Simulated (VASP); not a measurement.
Wanted: the native input for a VASP 6.6.1 run.

```
Task                   : single point
Functional             : PBE
Potentials or basis    : VASP PAW PBE potentials, release 64 (B, N, Al, As, In_d, Tl_d)
Cutoff                 : 520 eV
k mesh                 : 3 × 3 × 2, shifted
Occupations            : gaussian, width 0.1 eV
Spin                   : no spin polarisation
Dipole correction      : no
Further INCAR settings : LREAL = Auto; ALGO = Normal; EDIFF = 1e-06; NBANDS = 76; ISYM = 0
```

The structure of AlTlIn3B5As5N5 lies in POSCAR:

```
AlTlIn3B5As5N5
1.0
    2.8691146747      2.6029888273      4.5634483882
   -2.4388139979     -2.4498054020      4.2717063371
    8.4425433161     -5.3875735110      2.4549224763
B N Al As In Tl
5 5 1 5 3 1
Direct
   -0.0548122830      0.5597426343      0.7929892140
    0.6607038207     -0.0635563012      0.7589649841
    0.4632207485      0.9789219094      0.1886221212
    0.5570400098      0.4934631060     -0.0119707555
    0.8284307844      0.6277520090      0.0775551409
    0.4948769053      0.8630870726      0.7047429870
    0.9094723800      0.8298317759      0.7576911094
    0.7144211447      0.8708790374      0.1228034093
    0.0528613048      0.3610477600      0.6935148479
    0.8282973858      0.4984281861     -0.0501958640
    0.1813654679      1.0064904720      0.6882534511
    0.4427750339      0.2598282578      0.8814908435
    0.3428269675      0.8475080581      1.0379914621
    0.9225713072      0.4014087236      0.2277378321
    0.2847059728      0.9346133746      0.4177699822
    0.3643458107      0.3662063322      0.1991998635
    0.9612347558      0.1160396494      0.0112705207
    0.3244265265      0.4392964985      0.4770873721
    0.6716727899      0.4639715970      0.6192222428
    0.8086467005     -0.0941173376      0.3882080465
```

One way to write it, as run:

INCAR

```
ALGO = Normal
EDIFF = 1E-6
ENCUT = 520
GGA = PE
ISIF = 2
ISMEAR = 0
ISYM = 0
LASPH = True
LCHARG = False
LREAL = Auto
LWAVE = False
NBANDS = 76
NELM = 100
PREC = Accurate
SIGMA = 0.1
```

KPOINTS

```
Automatic mesh
0
Gamma
  3 3 2
  0 0 0.5
```

Potentials or basis: VASP PAW PBE potentials, release 64 (B, N, Al, As, In_d, Tl_d).

Run with:

```bash
$ cat potpaw_PBE.64/B/POTCAR potpaw_PBE.64/N/POTCAR potpaw_PBE.64/Al/POTCAR potpaw_PBE.64/As/POTCAR potpaw_PBE.64/In_d/POTCAR potpaw_PBE.64/Tl_d/POTCAR > POTCAR
$ mpirun -np 1 vasp_std > vasp.out
```

Results of the run:

```
Pressure               : 0.2 GPa
Largest force          : 0.053 eV/Å
Band gap on the k mesh : 0.27 eV, indirect (least direct gap 0.43 eV)
```

Caveat: spin-orbit coupling is left out, which moves the levels of the heavy elements.

It took 7.4 min on 1 thread of Oxide Virtual Turin-like Processor, on a shared host, peak memory 0.46 GiB.
